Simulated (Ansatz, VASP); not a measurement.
Two plane-wave programs on Cd3HgS4

```xyz
8
Lattice="-2.9710 2.9710 5.9427 2.9710 -2.9710 5.9427 2.9710 2.9710 -5.9427" Properties=species:S:1:pos:R:3 pbc="T T T"
Cd    0.0000    0.0000    5.9427
Cd    2.9710    0.0000    2.9713
Cd    0.0000    2.9710    2.9713
Hg    0.0000    0.0000    0.0000
S     1.4733    1.4733    4.4458
S     1.4977    1.4977   -1.4969
S    -1.4733    1.4733    7.4395
S     1.4733   -1.4733    7.4395
```

Alike in both runs: functional PBE; k mesh 6 × 6 × 6; occupations gaussian, width 0.02 eV; no spin polarisation.

Ansatz relaxed the structure, and its values are those at the end. VASP's run is a single point on that final structure, the one shown.

|  | VASP | Ansatz |
| --- | --- | --- |
| version | VASP 6.6.1 | Ansatz 0.2.0 |
| potentials or method | VASP PAW PBE potentials, release 64 (Cd, Hg, S), cutoff 520 eV | scalar-relativistic, plane waves, PAW |
| valence electrons in the cell | 72 | 104 |

Ansatz gave:

- gap on the k mesh at the Fermi level (eV): 0.63
- least direct gap on the mesh (eV): 0.63
- pressure (GPa): 0.0

Problem. Which values does VASP return?

Solution. gap on the k mesh at the Fermi level (eV): 0.63; least direct gap on the mesh (eV): 0.63; pressure (GPa): 0.3.

VASP's potentials hold 72 valence electrons a cell and Ansatz's 104, so a difference there can come from the potentials and not from the codes.

Neither program's run includes spin-orbit coupling.
